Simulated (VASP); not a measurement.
P, 2 atoms in the cell. The structure is orthorhombic, space group Cmmm (No. 65). The conventional cell has a = 3.362 Å, b = 3.950 Å, c = 3.496 Å, α = 90.00°, β = 90.00°, γ = 90.00°. Within 2.3 Å of P (site symmetry mm2) lie 2 P at 1.71 to 1.79 Å. The cell was built from a structure type or drawn by symmetry, and may not be a known phase.

```yaml
Program: VASP 6.6.1
Task: relaxation of cell and atoms
Functional: PBE
Potentials_or_basis: VASP PAW PBE potentials, release 64 (P)
Cutoff: 600 eV
k_mesh: 6 × 6 × 6
Occupations: gaussian, width 0.1 eV
Spin: no spin polarisation
Dipole_correction: no
Further_INCAR_settings: ALGO = Normal; EDIFF = 1e-06; IBRION = 2; EDIFFG = -0.04; NSW = 90; ISIF = 3
```

Potentials or basis: VASP PAW PBE potentials, release 64 (P).

Command:

```sh
$ cat potpaw_PBE.64/P/POTCAR > POTCAR
$ mpirun -np 1 vasp_std > vasp.out
```

Hardware: 1 thread of Intel Xeon 8259CL (shared host).

**Question.** How long does it take, and how much memory?

**Answer.** It took 3.5 min on 1 thread of Intel Xeon 8259CL (shared host), peak memory 0.15 GiB. Counts: scf iterations 161, k points 52, ion steps 21.
